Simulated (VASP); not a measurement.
Set up this calculation in VASP 6.6.1, as the native input.

| Item | Value |
| --- | --- |
| Task | relaxation of the atoms |
| Functional | PBEsol |
| Potentials or basis | VASP PAW PBE potentials, release 64 (Ta_pv, N) |
| Cutoff | 520 eV |
| k mesh | 12 × 12 × 1 |
| Occupations | gaussian, width 0.1 eV |
| Spin | no spin polarisation |
| Dipole correction | yes |
| Further INCAR settings | ALGO = Normal; EDIFF = 1e-07; IBRION = 2; EDIFFG = -0.02; NSW = 80 |

The structure of Ta5N4 lies in POSCAR:

```
Ta5N4
1.0
    2.9239890448      0.0000000000      0.0000000000
   -1.4619945224      2.5322487932      0.0000000000
    0.0000000000      0.0000000000     26.4829105703
Ta N
5 4
Direct
    0.3333333333      0.6666666667      0.2832015001
    0.3333333333      0.6666666667      0.3916007500
    0.3333333333      0.6666666667      0.5000000000
    0.3333333333      0.6666666667      0.6083992500
    0.3333333333      0.6666666667      0.7167984999
    0.0000000000      0.0000000000      0.3374011251
    0.0000000000      0.0000000000      0.4458003750
    0.0000000000      0.0000000000      0.5541996250
    0.0000000000      0.0000000000      0.6625988749
```

One way to write it, as run:

INCAR

```
SYSTEM = Ta5N4
PREC = Accurate
ENCUT = 520
EDIFF = 1E-7
ISMEAR = 0
SIGMA = 0.1
LREAL = .False.
LASPH = .True.
NELM = 60
ALGO = Normal
ISIF = 2
LWAVE = .False.
LCHARG = .False.
LDIPOL = .True.
IDIPOL = 3
DIPOL = 0.5 0.5 0.500
GGA = PS
IBRION = 2
NSW = 80
EDIFFG = -0.02
KPAR = 2
```

KPOINTS

```
regular mesh
0
Gamma
  12 12 1
  0 0 0
```

Potentials or basis: VASP PAW PBE potentials, release 64 (Ta_pv, N).

Command:

```sh
$ cat potpaw_PBE.64/Ta_pv/POTCAR potpaw_PBE.64/N/POTCAR > POTCAR
$ mpirun -np 2 vasp_std > vasp.out
```

It gave:

```json
{
 "Energy gained by relaxing": "1.0 meV/atom",
 "Ionic steps": "6",
 "Largest force after relaxing": "0.009 eV/Å",
 "Band gap on the k mesh": "zero (an odd number of electrons rules out a gap without spin polarisation)"
}
```

Caveat: the PAW data sets were made with another functional, which shifts forces and pressure a little; spin-orbit coupling is left out, which moves the levels of the heavy elements; an odd number of electrons without spin polarisation forces a metal; a magnetic or distorted state may lie lower.

Run time: 9.7 min on 2 MPI ranks on Intel(R) Xeon(R) Platinum 8259CL CPU @ 2.50GHz (Skylake/Cascade Lake), with other jobs on the host, peak memory 0.4 GiB a rank.
